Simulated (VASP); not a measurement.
# LiC18 in VASP: a series of runs, part 2 of 2

VASP 6.6.1.

### Step 3. Single point, PBE, collinear spin, ferromagnetic start

Contents of INCAR:

```
PREC = Accurate
ENCUT = 520
EDIFF = 1E-6
ISMEAR = -1
SIGMA = 0.05
LREAL = Auto
LASPH = True
NELM = 150
ALGO = Normal
ISIF = 2
LWAVE = False
LCHARG = False
ISPIN = 2
MAGMOM = 0 0 0 0 0 0 0 0 0 0 0 0 0 0 0 0 0 0 1
LORBIT = 11
GGA = PE
NBANDS = 56
```

Contents of KPOINTS:

```
regular mesh
0
Gamma
  2 2 1
```

Contents of POSCAR:

```
LiC18
1.0
    7.3980000000      0.0000000000      0.0000000000
   -3.6990000000      6.4068560000      0.0000000000
    0.0000000000      0.0000000000     11.0000000000
C Li
18 1
Direct
   -0.0041648825     -0.0078428618      0.0929512317
    0.2180424931      0.1032578020      0.0929560250
   -0.0047074715      0.3243947736      0.0919178814
    0.2186176357      0.4360525185      0.0919627334
   -0.0047132722      0.6593810744      0.0920362283
    0.2186196610      0.7710492614      0.0920685048
    0.3296652434     -0.0068588819      0.0930810547
    0.5514049362      0.1032587277      0.0929552490
    0.3296514998      0.3249953904      0.0930223489
    0.5513886238      0.4365869857      0.0929570594
    0.3302844675      0.6593809941      0.0920403808
    0.5523766241      0.7704183622      0.0930715063
    0.6625111625     -0.0078420963      0.0929509677
    0.8842447295      0.1023003421      0.0929704076
    0.6615344534      0.3249959213      0.0930177857
    0.8836256020      0.4360526853      0.0919576944
    0.6624930370      0.6587965388      0.0929641348
    0.8842313721      0.7704178440      0.0930696103
    0.1067390852      0.5473120185      0.2438674959
```

Potentials or basis: VASP PAW PBE potentials, release 64 (C, Li_sv).

On the command line:

```
cat potpaw_PBE.64/C/POTCAR potpaw_PBE.64/Li_sv/POTCAR > POTCAR
mpirun -np 1 vasp_std > vasp.out
```

OUTCAR:

```text
PREC = Accurate
   ENCUT = 520
   EDIFF = 1E-6
   ISMEAR = -1
   LREAL = Auto
   LASPH = True
   NELM = 150
   ISIF = 2
   ISPIN = 2
   LORBIT = 11
   GGA = PE

 ion  position               nearest neighbor table
   1  0.996  0.992  0.093-  14 1.42  18 1.42   2 1.42
   2  0.218  0.103  0.093-   9 1.42   7 1.42   1 1.42
   3  0.995  0.324  0.092-  14 1.42  16 1.43   4 1.43  19 2.20
   4  0.219  0.436  0.092-   9 1.42   3 1.43  11 1.43  19 2.20
   5  0.995  0.659  0.092-  18 1.42  16 1.43   6 1.43  19 2.20
   6  0.219  0.771  0.092-   7 1.42   5 1.43  11 1.43  19 2.20
   7  0.330  0.993  0.093-   2 1.42   8 1.42   6 1.42
   8  0.551  0.103  0.093-  15 1.42   7 1.42  13 1.42
   9  0.330  0.325  0.093-  10 1.42   2 1.42   4 1.42
  10  0.551  0.437  0.093-  15 1.42   9 1.42  17 1.42
  11  0.330  0.659  0.092-  12 1.42   4 1.43   6 1.43  19 2.20
  12  0.552  0.770  0.093-  17 1.42  13 1.42  11 1.42
  13  0.663  0.992  0.093-  14 1.42  12 1.42   8 1.42
  14  0.884  0.102  0.093-  13 1.42   1 1.42   3 1.42
  15  0.662  0.325  0.093-  10 1.42   8 1.42  16 1.42
  16  0.884  0.436  0.092-  15 1.42   3 1.43   5 1.43  19 2.20
  17  0.662  0.659  0.093-  12 1.42  18 1.42  10 1.42
  18  0.884  0.770  0.093-  17 1.42   1 1.42   5 1.42
  19  0.107  0.547  0.244-   3 2.20  16 2.20   4 2.20   5 2.20  11 2.20   6 2.20

  LATTYP: Found a hexagonal cell.
 ALAT       =     7.3980000000
 C/A-ratio  =     1.4868883482

  Lattice vectors:

 A1 = (   7.3980000000,   0.0000000000,   0.0000000000)
 A2 = (  -3.6990000000,   6.4068560000,   0.0000000000)
 A3 = (   0.0000000000,   0.0000000000,  11.0000000000)

Analysis of symmetry for initial positions (statically):
=====================================================================
 Subroutine PRICEL returns:
 Original cell was already a primitive cell.

 Routine SETGRP: Setting up the symmetry group for a
 hexagonal supercell.
[... 209 lines left out ...]
      3     -17.7457      1.00000
      4     -17.6316      1.00000
      5     -17.6316      1.00000
      6     -17.4549      1.00000
[... 197 lines left out ...]
     48       4.2245      0.00000
     49       4.6409      0.00000
 Fermi energy:         0.0896589000

 spin component 2

 k-point     1 :       0.0000    0.0000    0.0000
  band No.  band energies     occupation
      1     -48.9162      1.00000
      2     -20.1664      1.00000
      3     -17.7457      1.00000
      4     -17.6316      1.00000
      5     -17.6316      1.00000
      6     -17.4549      1.00000
[... 197 lines left out ...]
     48       4.2242      0.00000
     49       4.6429      0.00000
 [bands above 49 left out]

------------------------ aborting loop because EDIFF is reached ----------------------------------------

  FORCE on cell =-STRESS in cart. coord.  units (eV):
  Direction    XX          YY          ZZ          XY          YZ          ZX
  --------------------------------------------------------------------------------------
  -------------------------------------------------------------------------------------
  Total        5.7764672      5.7892175     -0.2139439     -0.0116609      0.0027968      0.0035915
  in kB       17.7509222     17.7901035     -0.6574435     -0.0358336      0.0085944      0.0110366
  external PRESSURE =      11.6278607 kB  Pullay stress =       0.0000000 kB

 VOLUME and BASIS-vectors are now :
 -----------------------------------------------------------------------------
  energy-cutoff  :      520.00
  volume of cell :      521.38
      direct lattice vectors                 reciprocal lattice vectors
     7.398000000  0.000000000  0.000000000     0.135171668  0.078041398  0.000000000
    -3.699000000  6.406856000  0.000000000     0.000000000  0.156082796  0.000000000
     0.000000000  0.000000000 11.000000000     0.000000000  0.000000000  0.090909091

 POSITION                                       TOTAL-FORCE (eV/Angst)
 -----------------------------------------------------------------------------------
      3.69720      6.35661      1.02246         0.004923      0.005441     -0.001828
      1.23113      0.66156      1.02252        -0.001266      0.002788      0.000189
      6.16324      2.07835      1.01110         0.005083     -0.004990      0.000468
      0.00438      2.79373      1.01159         0.000416     -0.005291      0.002769
      4.92408      4.22456      1.01240        -0.001982     -0.002290     -0.001083
     -1.23476      4.94000      1.01275         0.001762     -0.001767     -0.002673
[... 11 lines left out ...]
      3.69177      4.93596      1.02377        -0.005466     -0.003043     -0.003642
     -1.23485      3.50655      2.68254         0.000035      0.002216      0.010729
 -----------------------------------------------------------------------------------
    total drift:                               -0.003550      0.007631     -0.034105

  FREE ENERGIE OF THE ION-ELECTRON SYSTEM (eV)
  ---------------------------------------------------
  free  energy   TOTEN  =      -167.7506303225 eV

  energy  without entropy=     -167.7506300486  energy(sigma->0) =     -167.75063019

 total charge

# of ion       s       p       d       tot
------------------------------------------
    1        0.861   1.797   0.000   2.658
    2        0.861   1.797   0.000   2.658
    3        0.858   1.799   0.000   2.657
    4        0.858   1.799   0.000   2.657
    5        0.858   1.799   0.000   2.657
    6        0.858   1.799   0.000   2.657
[... 11 lines left out ...]
   18        0.861   1.800   0.000   2.660
   19        2.009   0.056   0.000   2.065
--------------------------------------------------
tot         17.489  32.425   0.000  49.914

 magnetization (x)

# of ion       s       p       d       tot
------------------------------------------
    1        0.000   0.000   0.000   0.000
    2        0.000   0.000   0.000   0.000
    3       -0.000  -0.000   0.000  -0.000
    4       -0.000  -0.000   0.000  -0.000
    5       -0.000  -0.000   0.000  -0.000
    6       -0.000  -0.000   0.000  -0.000
[... 11 lines left out ...]
   18        0.000   0.000   0.000   0.000
   19        0.000   0.000   0.000   0.000
--------------------------------------------------
tot          0.000  -0.000   0.000   0.000
```

OSZICAR:

```text
N       E                     dE             d eps       ncg     rms          rms(c)
DAV:   1     0.600362298007E+03    0.60036E+03   -0.30644E+04   896   0.109E+03
DAV:   2    -0.865380673849E+02   -0.68690E+03   -0.65422E+03  1232   0.270E+02
[... 17 lines left out ...]
DAV:  20    -0.167750554495E+03   -0.12483E-03   -0.18004E-05   808   0.997E-03    0.229E-03
DAV:  21    -0.167750607946E+03   -0.53451E-04   -0.58317E-06   840   0.654E-03    0.161E-03
DAV:  22    -0.167750622858E+03   -0.14911E-04   -0.14014E-06   848   0.369E-03    0.886E-04
DAV:  23    -0.167750627568E+03   -0.47108E-05   -0.33923E-07   752   0.211E-03    0.388E-04
DAV:  24    -0.167750629860E+03   -0.22919E-05   -0.17023E-07   768   0.129E-03    0.151E-04
DAV:  25    -0.167750630323E+03   -0.46231E-06   -0.23479E-08   776   0.615E-04
   1 F= -.16775063E+03 E0= -.16775063E+03  d E =-.273913E-06  mag=     0.0000
```

Wall time 3.6 min (1 thread of Intel Xeon 6975P-C (Granite Rapids), shared host); peak memory 0.79 GiB.

Results:

```
Free energy                                           : -167.7506 eV
Largest force                                         : 0.011 eV/Å
Net moment                                            : 0.00 μB per cell
Valence electrons inside the program's atomic spheres : C 2.66; Li 2.06
```

Forces in eV/Å, atoms in the order of the input:
```
C    0.005  0.005 -0.002
C   -0.001  0.003  0.000
C    0.005 -0.005  0.000
C    0.000 -0.005  0.003
C   -0.002 -0.002 -0.001
C    0.002 -0.002 -0.003
C    0.005 -0.001 -0.002
C    0.002 -0.005  0.001
C   -0.005 -0.003  0.000
C    0.003  0.006 -0.005
C    0.000  0.004  0.000
C   -0.003  0.002 -0.001
C   -0.006 -0.001 -0.007
C    0.005  0.005  0.004
C   -0.002  0.000  0.001
C   -0.004  0.002  0.002
C    0.002 -0.002  0.003
C   -0.005 -0.003 -0.004
Li   0.000  0.002  0.011
```

Caveat: the k points lie up to 0.49 Å⁻¹ apart; the cutoff is under 1.25 times the usual one of these potentials, so pressure, stress and relaxed cells hold a basis-set (Pulay) error.
